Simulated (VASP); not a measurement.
A run of VASP 6.6.1 is set up as follows.

POSCAR

```
Ca
1.0
   -2.2706887450      2.2706887450      2.1798611952
    2.2706887450     -2.2706887450      2.1798611952
    2.2706887450      2.2706887450     -2.1798611952
Ca
1
Direct
    0.0000000000      0.0000000000      0.0000000000
```

The input INCAR.step1:

```
ALGO = Normal
EDIFF = 1E-4
ENCUT = 520
GGA = PE
ISMEAR = 0
LASPH = True
LCHARG = False
LREAL = False
LWAVE = True
NBANDS = 11
NELM = 80
PREC = Accurate
SIGMA = 0.15
```

The input INCAR.step2:

```
ALGO = Normal
EDIFF = 1E-6
ENCUT = 520
ISIF = 2
ISMEAR = 0
ISTART = 1
LASPH = True
LCHARG = False
LMIXTAU = True
LREAL = False
LWAVE = False
METAGGA = R2SCAN
NBANDS = 11
NELM = 80
PREC = Accurate
SIGMA = 0.15
```

Contents of KPOINTS:

```
k-points
0
Gamma
  16 16 16
```

Potentials or basis: VASP PAW PBE potentials, release 64 (Ca_sv).

Command:

```console
$ cat potpaw_PBE.64/Ca_sv/POTCAR > POTCAR
$ cp INCAR.step1 INCAR
$ mpirun -np 1 vasp_std > vasp.out
$ cp INCAR.step2 INCAR
$ mpirun -np 1 vasp_std > vasp.out
```

Q: Estimate the pressure.

A: -0.6 GPa.

Q: What does it give for the band gap on the k mesh?

A: Zero (bands 5 and 6 overlap by 0.65 eV).

Stress tensor (GPa, compression positive):
```
-0.63  0.00  0.00
 0.00 -0.63  0.00
 0.00  0.00 -0.53
```

Caveat: the PAW data sets were made with another functional, which shifts forces and pressure a little.
